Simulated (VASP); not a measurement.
A run of VASP 6.6.1 is set up as follows.

File INCAR:

```
PREC     = Accurate       # precision mode
ENCUT    = 600            # plane-wave cutoff, eV
EDIFF    = 1E-7           # SCF threshold, eV
ISMEAR   = -1             # smearing method
SIGMA    = 0.1            # smearing width, eV
LREAL    = False          # projectors in reciprocal space
LASPH    = True           # aspherical terms in the spheres
NELM     = 60             # most SCF steps
ALGO     = Normal         # electronic algorithm
ISIF     = 3              # what is computed and relaxed
LWAVE    = False          # write WAVECAR
LCHARG   = False          # write CHGCAR
GGA      = PE             # functional
IBRION   = 2              # ionic algorithm
NSW      = 60             # ionic steps
EDIFFG   = -0.005         # ionic threshold
```

File KPOINTS:

```
regular mesh
0
Gamma
  22 22 22
```

File POSCAR:

```
B
1.0
   -1.1756673439      1.1756673439      1.1756673439
    1.1756673439     -1.1756673439      1.1756673439
    1.1756673439      1.1756673439     -1.1756673439
B
1
Direct
    0.0000000000      0.0000000000      0.0000000000
```

Potentials or basis: VASP PAW PBE potentials, release 64 (B).

The run is started by

```bash
$ cat potpaw_PBE.64/B/POTCAR > POTCAR
$ mpirun -np 1 vasp_std > vasp.out
```

Task: Predict the relaxed cell.

Result: a = 1.999 Å, b = 1.999 Å, c = 1.999 Å, α = 109.47°, β = 109.47°, γ = 109.47°.

Task: Estimate the relaxed volume.

Result: 6.14 Å³/atom.

Task: Estimate the space group after relaxing (to 0.05 Å).

Result: Im-3m (No. 229).

The path:
| step | energy change (eV) | largest force (eV/Å) | pressure (GPa) | volume (Å³) |
| --- | --- | --- | --- | --- |
| 1 | 0.0000 | 0.0000 | -11.11 | 6.50 |
| 2 | -0.0126 | 0.0000 | 2.29 | 6.09 |
| 3 | -0.0130 | 0.0000 | 0.02 | 6.14 |
